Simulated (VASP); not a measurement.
Wanted: the native input for a VASP 6.6.1 run.

| Item | Value |
| --- | --- |
| Task | single point |
| Functional | PBE |
| Potentials or basis | VASP PAW PBE potentials, release 64 (Hf_pv, In_d, Si, O) |
| Cutoff | 520 eV |
| k mesh | 3 × 3 × 3 |
| Occupations | fermi-dirac, width 0.05 eV |
| Spin | no spin polarisation |
| Dipole correction | no |
| Further INCAR settings | ALGO = Normal; EDIFF = 1e-06; NBANDS = 63 |

The structure of HfIn4SiO6 lies in POSCAR:

```
HfIn4SiO6
1.0
    3.2302300000     -5.5776800000     -0.0247000000
    3.2302300000      5.5776800000     -0.0247000000
   -1.4906800000      0.0000000000      6.3203000000
Hf In Si O
1 4 1 6
Direct
    0.1017800000      0.1017800000      0.0091200000
    0.7922200000      0.4820400000      0.0081800000
    0.4820400000      0.7922200000      0.0081800000
    0.5447200000      0.2198300000      0.4839800000
    0.2198300000      0.5447200000      0.4839800000
    0.8543300000      0.8543300000      0.4452300000
    0.8350000000      0.5882200000      0.3810400000
    0.5882200000      0.8350000000      0.3810400000
    0.0289900000      0.0289900000      0.2950000000
    0.9792000000      0.9792000000      0.6955500000
    0.4285200000      0.1451400000      0.0743500000
    0.1451400000      0.4285200000      0.0743500000
```

These files were run (other wordings do the same):

INCAR

```
ALGO = Normal
EDIFF = 1E-6
ENCUT = 520
GGA = PE
ISIF = 2
ISMEAR = -1
LASPH = T
LCHARG = F
LREAL = F
LWAVE = F
NBANDS = 63
NELM = 80
PREC = Accurate
SIGMA = 0.05
```

KPOINTS

```
k-points
0
Gamma
  3 3 3
```

Potentials or basis: VASP PAW PBE potentials, release 64 (Hf_pv, In_d, Si, O).

The run is started by

```bash
$ cat potpaw_PBE.64/Hf_pv/POTCAR potpaw_PBE.64/In_d/POTCAR potpaw_PBE.64/Si/POTCAR potpaw_PBE.64/O/POTCAR > POTCAR
$ mpirun -np 1 vasp_std > vasp.out
```

It gave:

The pressure is -0.2 GPa and the largest force is 0.196 eV/Å. The band gap on the k mesh is 0.65 eV, indirect (least direct gap 0.94 eV).

Caveat: spin-orbit coupling is left out, which moves the levels of the heavy elements.

It took 4.5 min on 1 thread of AMD EPYC 7R43 64-Core Processor (Zen 3), with other jobs on the host, peak memory 0.36 GiB.
